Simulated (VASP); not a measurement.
Crystal: Ni.

```
CELL_PARAMETERS angstrom
2.62088 0.00000 0.00000
-1.31044 2.26975 0.00000
0.00000 0.00000 4.94792
ATOMIC_POSITIONS crystal
Ni 0.33333 0.66667 0.25000
Ni 0.66667 0.33333 0.75000
```

This isn't the form of Ni at room conditions, which is fcc.

- Program: VASP 6.6.1
- Task: relaxation of cell and atoms
- Functional: PBEsol
- Potentials or basis: VASP PAW PBE potentials, release 64 (Ni)
- Cutoff: 600 eV
- k mesh: 12 × 12 × 4
- Occupations: gaussian, width 0.1 eV
- Spin: collinear spin, ferromagnetic start
- Starting moments: [0.89, 0.89] μB

At the start: pressure -31.2 GPa; volume 14.72 Å³/atom.

Q: Where does the relaxation end?

A: Over 7 steps the energy falls by 666.1 meV/atom and the volume is 10.43 Å³/atom (-29.1 %); space group P6_3/mmc (No. 194, to 0.1 Å) before and after; moment 1.39 μB per cell.

Step by step:
| step | energy change (eV) | largest force (eV/Å) | pressure (GPa) | volume (Å³) |
| --- | --- | --- | --- | --- |
| 1 | 0.0000 | 0.0000 | -31.21 | 29.43 |
| 2 | -1.0239 | 0.0000 | 32.08 | 18.82 |
| 3 | -1.1929 | 0.0000 | 1.28 | 20.96 |
| 4 | -1.3235 | 0.0000 | 5.23 | 20.39 |
| 5 | -1.3235 | 0.0000 | 5.51 | 20.37 |
| 6 | -1.3239 | 0.0000 | -5.11 | 21.36 |
| 7 | -1.3322 | 0.0000 | -0.12 | 20.86 |

Final structure:
```xyz
2
Lattice="2.4483 0.0000 0.0000 -1.2241 2.1203 0.0000 0.0000 0.0000 4.0188" Properties=species:S:1:pos:R:3 pbc="T T T"
Ni    0.0000    1.4135    1.0047
Ni    1.2241    0.7068    3.0141
```

Caveat: the volume moved by over 15 % at a fixed basis, so the end points are rough; the PAW data sets were made with another functional, which shifts forces and pressure a little.
